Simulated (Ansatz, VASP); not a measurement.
## FeCo: VASP beside Ansatz

The input INCAR:

```
SYSTEM = FeCo
ALGO     = Normal         ! electronic algorithm
EDIFF    = 1E-6           ! SCF threshold, eV
ENCUT    = 600            ! plane-wave cutoff, eV
GGA      = PE             ! functional
GGA_COMPAT= .False.      
ISIF     = 2              ! what is computed and relaxed
ISMEAR   = -1             ! smearing method
ISPIN    = 2              ! spin polarisation
LASPH    = .True.         ! aspherical terms in the spheres
LCHARG   = .False.        ! write CHGCAR
LMAXMIX  = 4              ! l up to which the mixer works
LORBIT   = 11             ! projections on sites
LREAL    = .False.        ! projectors in reciprocal space
LWAVE    = .False.        ! write WAVECAR
MAGMOM   = 3 -3 4 -4      ! initial moments
NBANDS   = 29             ! bands
NELM     = 200            ! most SCF steps
PREC     = Accurate       ! precision mode
SIGMA    = 0.1            ! smearing width, eV
```

The input KPOINTS:

```
k-points
0
Gamma
  6 8 6
  0 0 0
```

POSCAR

```
FeCo
1.0
   -2.8887510800      0.0000000000     -2.8887510800
    0.0000000000     -2.8887510800      0.0000000000
   -2.8887510800      0.0000000000      2.8887510800
Co Fe
2 2
Direct
    0.0000000000      0.0000000000      0.0000000000
    0.5000000000      0.0000000000      0.5000000000
    0.0000000000      0.5000000000      0.5000000000
    0.5000000000      0.5000000000      0.0000000000
```

Input for Ansatz:

```yaml
crystal:
  lattice:
    - [2.88875108, 0.0, 2.88875108]
    - [0.0, 2.88875108, 0.0]
    - [2.88875108, 0.0, -2.88875108]
  atoms:
    - { symbol: Co, position: [0.0, 0.0, 0.0], spin: 3.0 }
    - { symbol: Co, position: [0.5, 0.0, 0.5], spin: -3.0 }
    - { symbol: Fe, position: [0.0, 0.5, 0.5], spin: 4.0 }
    - { symbol: Fe, position: [0.5, 0.5, 0.0], spin: -4.0 }
kpoints:
  mp_grid: { grid: [6, 8, 6], shift: [0, 0, 0] }
magnetization:
  spin_polarized: true
scf:
  occupations: { method: fermi_dirac }
  lower_state_search: "off"
  max_iter: 200
hamiltonian:
  pseudopotentials: { kind: paw }
  xc: pbe
basis:
  ecutwfc: 420
  fft_grid_basis: typed
output:
  forces: true
  stress: true
  eigenvalues: true
  bader: true
  populations: true
  elf: true
  write_potential: true
  volumetric_format: npy
  dos:
    e_range: [-12, 8]
    de: 0.05
    projected: { site_lists: { Co: [Co], Fe: [Fe] } }
checkpoint:
  read: saved_state
```

Alike in both runs: task single point; functional PBE; k mesh 6 × 8 × 6; collinear spin.

|  | VASP | Ansatz |
| --- | --- | --- |
| version | VASP 6.6.1 | Ansatz 0.2.0 |
| potentials or method | VASP PAW PBE potentials, release 64 (Co, Fe), cutoff 600 eV | PAW plane waves |
| occupations | fermi-dirac, width 0.1 eV | fermi-dirac |
| valence electrons in the cell | 34 | 66 |

Ansatz gave:

* pressure (GPa): -11.0
* net moment per atom (μB): 0.00
* size of the moment on the site where the two differ most (μB): 0.83

Q: What did VASP give for the same quantities?

A: Pressure (GPa): -11.3; net moment per atom (μB): 0.00; size of the moment on the site where the two differ most (μB): 0.80.

Site moments also hang on the region over which each program counts them. VASP's potentials hold 34 valence electrons a cell and Ansatz's 66, so a difference there can come from the potentials and not from the codes.
